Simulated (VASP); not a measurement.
A run of VASP 6.6.1 is set up as follows.

Contents of INCAR:

```
ALGO = Normal
EDIFF = 1E-6
ENCUT = 520
GGA = PS
ISIF = 2
ISMEAR = 0
LASPH = T
LCHARG = T
LELF = T
LREAL = F
LVHAR = T
LWAVE = F
NBANDS = 16
NELM = 60
PREC = Accurate
SIGMA = 0.15
```

KPOINTS

```
k-points
0
Gamma
  24 24 24
```

Contents of POSCAR:

```
WC
1.0
    0.0000000000      2.2813196429      2.2270025086
    2.2813196429      0.0000000000      2.2270025086
    2.2813196429      2.2813196429      0.0000000000
W C
1 1
Direct
    0.0000000000      0.0000000000      0.0000000000
    0.5000000000      0.5000000000      0.5000000000
```

Potentials or basis: VASP PAW PBE potentials, release 64 (W_sv, C).

Command:

```console
$ cat potpaw_PBE.64/W_sv/POTCAR potpaw_PBE.64/C/POTCAR > POTCAR
$ mpirun -np 1 vasp_std > vasp.out
```

(1) Estimate the band gap on the k mesh.

(2) Estimate the pressure.

## Answers

(1) zero (bands 9 and 10 overlap by 2.61 eV).

(2) -35.5 GPa.

Caveat: the cell differs from its parent crystal (strain +0.050 along x and y, +0.025 along z); the cell stands under tension; the PAW data sets were made with another functional, which shifts forces and pressure a little; spin-orbit coupling is left out, which moves the levels of the heavy elements.
